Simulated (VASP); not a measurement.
Ga:

```
CELL_PARAMETERS angstrom
2.94754 0.00000 0.00000
-1.47377 2.55264 0.00000
0.00000 0.00000 10.03595
ATOMIC_POSITIONS crystal
Ga 0.33333 0.66667 0.11579
Ga 0.66667 0.33333 0.61579
Ga 0.33333 0.66667 0.38421
Ga 0.66667 0.33333 0.88421
```

This isn't the form of Ga at room conditions, which is orthorhombic.

```yaml
Program: VASP 6.6.1
Task: relaxation of cell and atoms
Functional: PBE
Potentials_or_basis: VASP PAW PBE potentials, release 64 (Ga_d)
Cutoff: 600 eV
k_mesh: 18 × 18 × 6
Occupations: gaussian, width 0.1 eV
Spin: no spin polarisation
```

At the start: pressure 1.1 GPa; volume 18.88 Å³/atom.

Q: Where does the relaxation end?

A: Over 24 steps the energy falls by 6.6 meV/atom and the volume is 19.14 Å³/atom (+1.4 %); space group P6_3/mmc (No. 194, to 0.1 Å) before and after.

The path:
```
step  energy change (eV)  largest force (eV/Å)  pressure (GPa)  volume (Å³)
   1              0.0000                0.1579            1.11        75.51
   2             -0.0100                0.0853            0.07        76.95
   3             -0.0103                0.0432           -0.58        77.94
   4             -0.0108                0.0593           -0.39        77.56
   5             -0.0135                0.0362           -0.25        77.32
   6             -0.0208                0.0116            0.01        76.57
   7             -0.0146                0.1447            1.05        75.05
   8             -0.0234                0.0488            0.30        76.11
   9             -0.0254                0.0419            0.18        76.21
  10             -0.0256                0.0388            0.16        76.27
  11             -0.0256                0.0379            0.12        76.26
  12             -0.0256                0.0382            0.17        76.25
  13             -0.0260                0.0265            0.20        76.42
  14             -0.0259                0.0080           -0.20        76.93
  15             -0.0262                0.0093           -0.22        76.68
  16             -0.0261                0.0187            0.19        76.55
  17             -0.0262                0.0116           -0.15        76.63
  18             -0.0262                0.0158            0.04        76.59
  19             -0.0262                0.0131           -0.03        76.61
  20             -0.0262                0.0125           -0.02        76.62
  21             -0.0262                0.0063           -0.11        76.58
  22             -0.0262                0.0081            0.04        76.51
  23             -0.0263                0.0002            0.14        76.55
  24             -0.0263                0.0029            0.04        76.56
```

Final structure:
```yaml
crystal:
  lattice:
    - [2.90854, 0.00000, 0.00000]
    - [-1.45427, 2.51887, 0.00000]
    - [0.00000, 0.00000, 10.45048]
  atoms:
    - { symbol: Ga, position: [0.33333, 0.66667, 0.11946] }
    - { symbol: Ga, position: [0.66667, 0.33333, 0.61946] }
    - { symbol: Ga, position: [0.33333, 0.66667, 0.38054] }
    - { symbol: Ga, position: [0.66667, 0.33333, 0.88054] }
```
